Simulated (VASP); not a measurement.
Input of a VASP 6.6.1 run:

Contents of INCAR:

```
  ALGO = Normal
  EDIFF = 1E-6
  ENCUT = 520
  GGA = PE
  ISIF = 2
  ISMEAR = -1
  LASPH = True
  LCHARG = False
  LREAL = False
  LWAVE = False
  NBANDS = 45
  NELM = 80
  PREC = Accurate
  SIGMA = 0.02
```

Contents of KPOINTS:

```
k-points
0
Gamma
  4 4 9
```

Contents of POSCAR:

```
Si3N4
1.0
    7.6322000000      0.0000000000      0.0000000000
   -3.8161000000      6.6096790868      0.0000000000
    0.0000000000      0.0000000000      2.9191000000
Si N
6 8
Direct
    0.1744556251      0.7683583331      0.2500000000
    0.4060972920      0.1744556251      0.7500000000
    0.2316416669      0.4060972920      0.2500000000
    0.8255443749      0.2316416669      0.7500000000
    0.5939027080      0.8255443749      0.2500000000
    0.7683583331      0.5939027080      0.7500000000
    0.3333333333      0.6666666667      0.2500000000
    0.6666666667      0.3333333333      0.7500000000
    0.3298863756      0.0303252430      0.2500000000
    0.2995611326      0.3298863756      0.7500000000
    0.9696747570      0.2995611326      0.2500000000
    0.6701136244      0.9696747570      0.7500000000
    0.7004388674      0.6701136244      0.2500000000
    0.0303252430      0.7004388674      0.7500000000
```

Potentials or basis: VASP PAW PBE potentials, release 64 (Si, N).

Launch:

```sh
$ cat potpaw_PBE.64/Si/POTCAR potpaw_PBE.64/N/POTCAR > POTCAR
$ mpirun -np 1 vasp_std > vasp.out
```

Predict the largest force.

0.012 eV/Å.

Estimate the band gap on the k mesh.

4.29 eV (least direct gap 4.47 eV).

Predict the pressure.

2.3 GPa.

Forces on the atoms (eV/Å):
```
Si  -0.010 -0.006  0.000
Si   0.000 -0.012  0.000
Si   0.010 -0.006  0.000
Si   0.010  0.006  0.000
Si   0.000  0.012  0.000
Si  -0.010  0.006  0.000
N    0.000  0.000  0.000
N    0.000  0.000  0.000
N   -0.003  0.012  0.000
N   -0.012  0.003  0.000
N   -0.008 -0.009  0.000
N    0.003 -0.012  0.000
N    0.012 -0.003  0.000
N    0.008  0.009  0.000
```

Caveat: an odd mesh through Γ misses points on the zone boundary, where band edges can lie.
